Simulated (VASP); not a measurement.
# W12S in VASP: single point with PBE

Aim: the single point of W12S with PBE.

Program: VASP 6.6.1. These are calculated values, not measurements. Logs are shortened: lines on timing, memory, paths and dates and some standing lists are left out, and cuts for length are marked.

## Step 1: The cell of the first run

The cell holds a slab with vacuum, 13 atoms: a = 5.709 Å, b = 5.709 Å, c = 19.445 Å, α = 90.00°, β = 90.00°, γ = 90.00°.

## Step 2: Single point, PBE

INCAR

```
ALGO     = Fast           # electronic algorithm
DIPOL    = 0.5 0.5 0.323
EDIFF    = 1E-7           # SCF threshold, eV
ENCUT    = 520            # plane-wave cutoff, eV
GGA      = PE             # functional
IDIPOL   = 3            
ISIF     = 2              # what is computed and relaxed
ISMEAR   = 0              # smearing method
LASPH    = T              # aspherical terms in the spheres
LCHARG   = F              # write CHGCAR
LDIPOL   = T            
LREAL    = F              # projectors in reciprocal space
LWAVE    = F              # write WAVECAR
NBANDS   = 99             # bands
NELM     = 80             # most SCF steps
PREC     = Accurate       # precision mode
SIGMA    = 0.1            # smearing width, eV
```

KPOINTS

```
k-points
0
Gamma
  5 5 1
```

POSCAR

```
W12S
1.0
    5.7094426444      0.0000000000      0.0000000000
    0.0000000000      5.7094426444      0.0000000000
    0.0000000000      0.0000000000     19.4446428403
W S
12 1
Direct
    0.2500000000      0.2500000000      0.2057121868
    0.2500000000      0.7500000000      0.2057121868
    0.7500000000      0.2500000000      0.2057121868
    0.7500000000      0.7500000000      0.2057121868
    0.0000000000      0.0000000000      0.3071173005
    0.0000000000      0.5000000000      0.3071173005
    0.5000000000      0.0000000000      0.3071173005
    0.5000000000      0.5000000000      0.3071173005
    0.2500000000      0.2500000000      0.4085774630
    0.2500000000      0.7500000000      0.4085774630
    0.7500000000      0.2500000000      0.4085774630
    0.7500000000      0.7500000000      0.4085774630
    0.3333333333      0.4166666667      0.5085045477
```

Potentials or basis: VASP PAW PBE potentials, release 64 (W_sv, S).

The run is started by

```bash
$ cat potpaw_PBE.64/W_sv/POTCAR potpaw_PBE.64/S/POTCAR > POTCAR
$ mpirun -np 1 vasp_std > vasp.out
```

OUTCAR:

```text
EDIFF = 1E-7
   ENCUT = 520
   GGA = PE
   ISIF = 2
   ISMEAR = 0
   LASPH = T
   LREAL = F
   NELM = 80
   PREC = Accurate

 ion  position               nearest neighbor table
   1  0.250  0.250  0.206-   5 2.82   6 2.82   7 2.82   8 2.82   2 2.85   3 2.85   2 2.85   3 2.85

   2  0.250  0.750  0.206-   5 2.82   6 2.82   7 2.82   8 2.82   1 2.85   4 2.85   1 2.85   4 2.85

   3  0.750  0.250  0.206-   5 2.82   6 2.82   7 2.82   8 2.82   1 2.85   4 2.85   4 2.85   1 2.85

   4  0.750  0.750  0.206-   5 2.82   6 2.82   7 2.82   8 2.82   2 2.85   3 2.85   3 2.85   2 2.85

   5  0.000  0.000  0.307-   1 2.82   2 2.82   3 2.82   4 2.82   9 2.82  10 2.82  11 2.82  12 2.82
                             6 2.85   7 2.85   6 2.85   7 2.85
   6  0.000  0.500  0.307-   1 2.82   2 2.82   3 2.82   4 2.82   9 2.82  10 2.82  11 2.82  12 2.82
                             5 2.85   8 2.85   5 2.85   8 2.85
   7  0.500  0.000  0.307-   1 2.82   2 2.82   3 2.82   4 2.82   9 2.82  10 2.82  11 2.82  12 2.82
                             5 2.85   8 2.85   8 2.85   5 2.85
   8  0.500  0.500  0.307-   1 2.82   2 2.82   3 2.82   4 2.82   9 2.82  10 2.82  11 2.82  12 2.82
                             6 2.85   7 2.85   7 2.85   6 2.85
   9  0.250  0.250  0.409-  13 2.22   6 2.82   7 2.82   8 2.82   5 2.82  11 2.85  10 2.85  10 2.85
                            11 2.85
  10  0.250  0.750  0.409-  13 2.76   6 2.82   7 2.82   8 2.82   5 2.82  12 2.85   9 2.85   9 2.85
                            12 2.85
  11  0.750  0.250  0.409-   5 2.82   6 2.82   7 2.82   8 2.82   9 2.85  12 2.85  12 2.85   9 2.85

  12  0.750  0.750  0.409-   5 2.82   6 2.82   7 2.82   8 2.82  10 2.85  11 2.85  11 2.85  10 2.85

  13  0.333  0.417  0.509-   9 2.22  10 2.76

  LATTYP: Found a simple tetragonal cell.
 ALAT       =     5.7094426444
 C/A-ratio  =     3.4056989537

  Lattice vectors:

 A1 = (   5.7094426444,   0.0000000000,   0.0000000000)
 A2 = (   0.0000000000,   5.7094426444,   0.0000000000)
 A3 = (   0.0000000000,   0.0000000000,  19.4446428403)

Analysis of symmetry for initial positions (statically):
=====================================================================
 Subroutine PRICEL returns:
 Original cell was already a primitive cell.

 Routine SETGRP: Setting up the symmetry group for a
 simple tetragonal supercell.

 Subroutine GETGRP returns: Found  1 space group operations
 (whereof  1 operations were pure point group operations)
 out of a pool of 16 trial point group operations.

The static configuration has the point symmetry C_1 .

Analysis of symmetry for dynamics (positions and initial velocities):
=====================================================================
 Subroutine PRICEL returns:
 Original cell was already a primitive cell.

 Routine SETGRP: Setting up the symmetry group for a
 simple tetragonal supercell.

 Subroutine GETGRP returns: Found  1 space group operations
 (whereof  1 operations were pure point group operations)
 out of a pool of 16 trial point group operations.

The dynamic configuration has the point symmetry C_1 .

 Subroutine INISYM returns: Found  1 space group operations
 (whereof  1 operations are pure point group operations),
 and found     1 'primitive' translations

----------------------------------------------------------------------------------------

                                     Primitive cell

  volume of cell :     633.8513

  direct lattice vectors                    reciprocal lattice vectors
     5.709442644  0.000000000  0.000000000     0.175148445  0.000000000  0.000000000
     0.000000000  5.709442644  0.000000000     0.000000000  0.175148445  0.000000000
     0.000000000  0.000000000 19.444642840     0.000000000  0.000000000  0.051428047

  length of vectors
     5.709442644  5.709442644 19.444642840     0.175148445  0.175148445  0.051428047

  position of ions in fractional coordinates (direct lattice)
     0.250000000  0.250000000  0.205712187
     0.250000000  0.750000000  0.205712187
     0.750000000  0.250000000  0.205712187
     0.750000000  0.750000000  0.205712187
     0.000000000  0.000000000  0.307117301
     0.000000000  0.500000000  0.307117301
     0.500000000  0.000000000  0.307117301
     0.500000000  0.500000000  0.307117301
     0.250000000  0.250000000  0.408577463
     0.250000000  0.750000000  0.408577463
     0.750000000  0.250000000  0.408577463
     0.750000000  0.750000000  0.408577463
     0.333333333  0.416666667  0.508504548

  ion indices of the primitive-cell ions
   primitive index   ion index
                 1           1
                 2           2
                 3           3
                 4           4
                 5           5
                 6           6
                 7           7
                 8           8
                 9           9
                10          10
                11          11
                12          12
                13          13

----------------------------------------------------------------------------------------

 KPOINTS: k-points

Automatic generation of k-mesh.
 Grid dimensions read from file:
 generate k-points for:    5    5    1

 Generating k-lattice:

  Cartesian coordinates                     Fractional coordinates (reciprocal lattice)
     0.035029689  0.000000000  0.000000000     0.200000000  0.000000000  0.000000000
     0.000000000  0.035029689  0.000000000     0.000000000  0.200000000  0.000000000
     0.000000000  0.000000000  0.051428047     0.000000000  0.000000000  1.000000000

  Length of vectors
     0.035029689  0.035029689  0.051428047

  Shift w.r.t. Gamma in fractional coordinates (k-lattice)
     0.000000000  0.000000000  0.000000000

 Subroutine IBZKPT returns following result:
 ===========================================

 Found     13 irreducible k-points:

 Following reciprocal coordinates:
            Coordinates               Weight
  0.000000  0.000000  0.000000      1.000000
  0.200000  0.000000  0.000000      2.000000
  0.000000  0.200000  0.000000      2.000000
  0.400000  0.000000  0.000000      2.000000
  0.000000  0.400000  0.000000      2.000000
  0.200000  0.200000  0.000000      2.000000
 -0.200000  0.200000  0.000000      2.000000
  0.400000  0.200000  0.000000      2.000000
 -0.200000  0.400000  0.000000      2.000000
 -0.400000  0.200000  0.000000      2.000000
  0.200000  0.400000  0.000000      2.000000
  0.400000  0.400000  0.000000      2.000000
 -0.400000  0.400000  0.000000      2.000000
   k-points           NKPTS =     13   k-points in BZ     NKDIM =     13   number of bands    NBANDS=     99
   number of dos      NEDOS =    301   number of ions     NIONS =     13
   total plane-waves  NPLWV = 264600
   dimension x,y,z NGX =    42 NGY =   42 NGZ =  150
   dimension x,y,z NGXF=    84 NGYF=   84 NGZF=  300
   ions per type =              12   1
   NGX,Y,Z   is equivalent  to a cutoff of  12.23, 12.23, 12.82 a.u.
   NGXF,Y,Z  is equivalent  to a cutoff of  24.46, 24.46, 25.65 a.u.
 SYSTEM =  unknown system
   PREC   = accura    normal or accurate (medium, high low for compatibility)
   ISTART =      0    job   : 0-new  1-cont  2-samecut
   ICHARG =      2    charge: 1-file 2-atom 10-const
   ISPIN  =      1    spin polarized calculation?
   LNONCOLLINEAR =      F non collinear calculations
   LSORBIT =      F    spin-orbit coupling
   LASPH  =      T    aspherical Exc in radial PAW
   ENCUT  =  520.0 eV  38.22 Ry    6.18 a.u.  10.62 10.62 36.15*2*pi/ulx,y,z
   NELM   =     80;   NELMIN=  2; NELMDL= -5     # of ELM steps
   EDIFF  = 0.1E-06   stopping-criterion for ELM
   LREAL  =      F    real-space projection
   EDIFFG = 0.1E-05   stopping-criterion for IOM
   NSW    =      0    number of steps for IOM
   IBRION =     -1    ionic relax: 0-MD 1-quasi-New 2-CG
   NFREE  =      0    steps in history (QN), initial steepest desc. (CG)
   ISIF   =      2    stress and relaxation
   ISYM   =      2    0-nonsym 1-usesym 2-fastsym
   POTIM  = 0.5000    time-step for ionic-motion
   TEBEG  =    0.0;   TEEND  =   0.0 temperature during run
   PSTRESS=    0.0 pullay stress
   NELECT =     174.0000    total number of electrons
   NUPDOWN=      -1.0000    fix difference up-down
   EMIN   =  10.00;   EMAX   =-10.00  energy-range for DOS
   EFERMI =   0.00;   METHOD = LEGACY
   ISMEAR =     0;   SIGMA  =   0.10  broadening in eV -4-tet -1-fermi 0-gaus
   EFERMI_NEDOS =   21; number of points for ismear=-14 and -15
   IALGO  =     68    algorithm
   IMIX   =      4    mixing-type and parameters
     AMIX     =   0.40;   BMIX     =  1.00
     AMIX_MAG =   1.60;   BMIX_MAG =  1.00
  volume/ion in A,a.u.               =      48.76       329.03
  Fermi-wavevector in a.u.,A,eV,Ry     =   1.063969  2.010609 15.402190  1.132029
  Thomas-Fermi vector in A             =   2.199471
   LORBIT       =      0    0 simple, 1 ext, 2 COOP (PROOUT), +10 PAW based schemes
   GGA     = PE    functional components
   LHFCALC =     F    Hartree Fock is set to
   AEXX    =    0.0000 exact exchange contribution
   IVDW    =     0    specifies the selected vdW correction
   LEPSILON=     F    determine dielectric tensor
   LRPA    =     F    only Hartree local field effects (RPA)
 non-spin polarized calculation
 RMM-DIIS sequential band-by-band and
 Gauss-broadening in eV      SIGMA  =   0.10
  energy-cutoff  :      520.00
  volume of cell :      633.85
 maximum number of plane-waves:     17090
   NGX = 21   NGY = 21   NGZ = 73

 dipolmoment           0.000000      0.000000     -0.511523 electrons x Angstroem

 number of electron     174.0000020 magnetization

 dipolmoment           0.000000      0.000000      0.064232 electrons x Angstroem

 Free energy of the ion-electron system (eV)
  ---------------------------------------------------
  ext. energy  EPLUGINS =         0.00000000
  ---------------------------------------------------
  free energy    TOTEN  =      -142.76369806 eV

  energy without entropy =     -142.65035245  energy(sigma->0) =     -142.70702526

 E-fermi :   0.4500     XC(G=0):  -5.5658

 val. band max:        0.4465115051   @ k =   0.2000   0.2000   0.0000
 cond. band min:       0.4520411646   @ k =   0.4000   0.0000   0.0000
 fundamental gap:      0.0055296596
 Fermi energy:         0.4500185981

 k-point     1 :       0.0000    0.0000    0.0000
  band No.  band energies     occupation
      1     -73.4320      2.00000
      2     -73.4018      2.00000
      3     -73.3749      2.00000
      4     -73.3728      2.00000
      5     -73.3364      2.00000
      6     -73.3321      2.00000
[... 91 lines left out ...]
     98       2.3987      0.00000
     99       2.4884      0.00000

 k-point     2 :       0.2000    0.0000    0.0000
  band No.  band energies     occupation
      1     -73.4286      2.00000
      2     -73.4021      2.00000
      3     -73.3741      2.00000
      4     -73.3717      2.00000
      5     -73.3384      2.00000
      6     -73.3324      2.00000
[... 1213 lines left out ...]
     98       1.4904      0.00000
     99       1.6037      0.00000

------------------------ aborting loop because EDIFF is reached ----------------------------------------

 vacuum level on the upper side and lower side of the slab       (xc-potential included)         0.122        -0.244

  FORCE on cell =-STRESS in cart. coord.  units (eV):
  Direction    XX          YY          ZZ          XY          YZ          ZX
  --------------------------------------------------------------------------------------
  -------------------------------------------------------------------------------------
  Total      -24.3548980    -23.8407870      0.6370321      0.7686246      2.8362383      1.7539740
  in kB      -61.5615431    -60.2620318      1.6102173      1.9428420      7.1691209      4.4334961
  external PRESSURE =     -40.0711192 kB  Pullay stress =       0.0000000 kB

 VOLUME and BASIS-vectors are now :
 -----------------------------------------------------------------------------
  energy-cutoff  :      520.00
  volume of cell :      633.85
      direct lattice vectors                 reciprocal lattice vectors
     5.709442644  0.000000000  0.000000000     0.175148445  0.000000000  0.000000000
     0.000000000  5.709442644  0.000000000     0.000000000  0.175148445  0.000000000
     0.000000000  0.000000000 19.444642840     0.000000000  0.000000000  0.051428047

 POSITION                                       TOTAL-FORCE (eV/Angst)
 -----------------------------------------------------------------------------------
      1.42736      1.42736      4.00000        -0.052418     -0.055864      0.159438
      1.42736      4.28208      4.00000        -0.047432      0.019616     -0.058318
      4.28208      1.42736      4.00000         0.016131     -0.052749     -0.108167
      4.28208      4.28208      4.00000         0.028659      0.088638     -0.001660
      0.00000      0.00000      5.97179        -0.428273     -0.250127     -0.387319
      0.00000      2.85472      5.97179        -0.137097      0.156282      0.009496
      2.85472      0.00000      5.97179         0.413595     -0.211043     -0.018629
      2.85472      2.85472      5.97179        -0.021852      0.022730      0.013740
      1.42736      1.42736      7.94464        -0.742692     -1.105722     -0.089640
      1.42736      4.28208      7.94464         0.242627     -0.008693      0.725390
      4.28208      1.42736      7.94464         0.080932      0.165624      0.037675
      4.28208      4.28208      7.94464         0.033064      0.058899     -0.281293
      1.90315      2.37893      9.88769         0.614756      1.172409     -0.000714
 -----------------------------------------------------------------------------------
    total drift:                                0.000036      0.000018      0.000768

  FREE ENERGIE OF THE ION-ELECTRON SYSTEM (eV)
  ---------------------------------------------------
  free  energy   TOTEN  =      -142.7636980640 eV

  energy  without entropy=     -142.6503524516  energy(sigma->0) =     -142.70702526

 vacuum level on the upper side and lower side of the slab         5.345         4.971
```

Run time: 33 min. Hardware: 1 thread of Oxide Virtual Turin-like, shared host; peak memory 0.86 GiB.

What came out:

```yaml
Free_energy: -142.7637 eV
Largest_force: 1.335 eV/Å
Band_gap_on_the_k_mesh: zero (bands 87 and 88 overlap by 0.17 eV)
```

Forces in eV/Å, atoms in the order of the input:
```
W   -0.052 -0.056  0.159
W   -0.047  0.020 -0.058
W    0.016 -0.053 -0.108
W    0.029  0.089 -0.002
W   -0.428 -0.250 -0.387
W   -0.137  0.156  0.009
W    0.414 -0.211 -0.019
W   -0.022  0.023  0.014
W   -0.743 -1.106 -0.090
W    0.243 -0.009  0.725
W    0.081  0.166  0.038
W    0.033  0.059 -0.281
S    0.615  1.172 -0.001
```

Levels at points of the mesh, in eV from the Fermi level:
```tsv
k point	band 83	band 84	band 85	band 86	band 87	band 88	band 89	band 90	band 91	band 92
(0.00, 0.00, 0.00)	-0.31	-0.31	-0.28	-0.10	-0.08	0.05	0.43	0.96	0.98	1.01
```

Caveat: spin-orbit coupling is left out, which moves the levels of the heavy elements.
